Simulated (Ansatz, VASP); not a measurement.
**ScAl7N8: VASP beside Ansatz**

```
CELL_PARAMETERS angstrom
6.40254 0.00000 0.00000
-3.20127 5.54476 0.00000
0.00000 0.00000 5.04927
ATOMIC_POSITIONS crystal
Al 0.33650 0.16350 0.50113
Al 0.16825 0.83413 0.99842
Al 0.33650 0.67300 0.50113
Al 0.66587 0.33175 0.99842
Al 0.82700 0.16350 0.50113
Al 0.66587 0.83413 0.99842
Al 0.83333 0.66667 0.49768
Sc 0.16667 0.33333 0.99083
N 0.16667 0.33333 0.41485
N 0.34393 0.15607 0.87747
N 0.16540 0.83270 0.37999
N 0.34393 0.68786 0.87747
N 0.66730 0.33460 0.37999
N 0.81214 0.15607 0.87747
N 0.66730 0.83270 0.37999
N 0.83333 0.66667 0.88161
```

Alike in both runs: functional PBE; k mesh 4 × 4 × 5; no spin polarisation.

Ansatz relaxed the structure, and its values are those at the end. VASP's run is a single point on that final structure, the one shown.

|  | VASP | Ansatz |
| --- | --- | --- |
| version | VASP 6.6.1 | Ansatz 0.2.0 |
| potentials or method | VASP PAW PBE potentials, release 64 (Al, Sc_sv, N) | scalar-relativistic, plane waves, PAW |
| plane-wave cutoff (eV) | 520 | 420 |
| occupations | gaussian, width 0.01 eV | fixed |
| valence electrons in the cell | 72 | 72 |

|  | VASP | Ansatz | Ansatz less VASP |
| --- | --- | --- | --- |
| gap on the k mesh at the Fermi level (eV) | 3.78 | 3.77 | -0.009 |
| least direct gap on the mesh (eV) | 3.78 | 3.77 | -0.009 |
| pressure (GPa) | -1.9 | -1.9 | +0.09 |
| rms of the force components (eV/Å) | 0.018 | 0.000 | -0.0178 |

Ansatz's warnings: stress scf threshold loose.
